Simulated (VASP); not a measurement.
# Ta: single point with LDA

Crystal: Ta.

```
Ta
1.0
    -1.55220    1.55220    1.65128
     1.55220   -1.55220    1.65128
     1.55220    1.55220   -1.65128
Ta
1
Direct
  0.00000 0.00000 0.00000
```

This cell differs from its parent crystal: strain -0.0600 x Voigt [1, 1, 0, 0, 0, 0].

- Program: VASP 6.6.1
- Task: single point
- Functional: LDA
- Potentials or basis: VASP PAW LDA potentials, release 64 (Ta_pv)
- Cutoff: 520 eV
- k mesh: 20 × 20 × 20
- Occupations: methfessel-paxton, width 0.02 eV
- Spin: no spin polarisation

- Pressure: 21.6 GPa

Stress tensor (GPa, compression positive):
```
24.76  0.00  0.00
 0.00 24.76  0.00
 0.00  0.00 15.41
```

Levels at points of the mesh, in eV from the Fermi level:
```
           k point  band 1  band 2  band 3  band 4  band 5  band 6  band 7  band 8  band 9  band 10
(0.00, 0.00, 0.00)  -32.42  -32.42  -32.42   -8.30    0.39    0.39    1.26    3.70    4.92    14.09
(0.50, 0.00, 0.00)  -34.20  -32.94  -32.42   -4.97   -1.68    2.25    3.66    5.59    8.89    12.68
(0.50, 0.50, 0.00)  -34.17  -33.04  -32.50   -4.99   -2.57    2.76    5.15    5.95    9.16    12.50
(0.50, 0.50, 0.50)  -33.77  -33.55  -33.55   -4.74   -4.52    7.64    7.95    7.95    8.92    10.51
```

It took 45 s on 1 thread of Intel(R) Xeon(R) Platinum 8375C CPU @ 2.90GHz (Ice Lake), with other jobs on the host, peak memory 0.22 GiB.

Caveat: the cell differs from its parent crystal (strain -0.0600 x Voigt [1, 1, 0, 0, 0, 0]); spin-orbit coupling is left out, which moves the levels of the heavy elements.
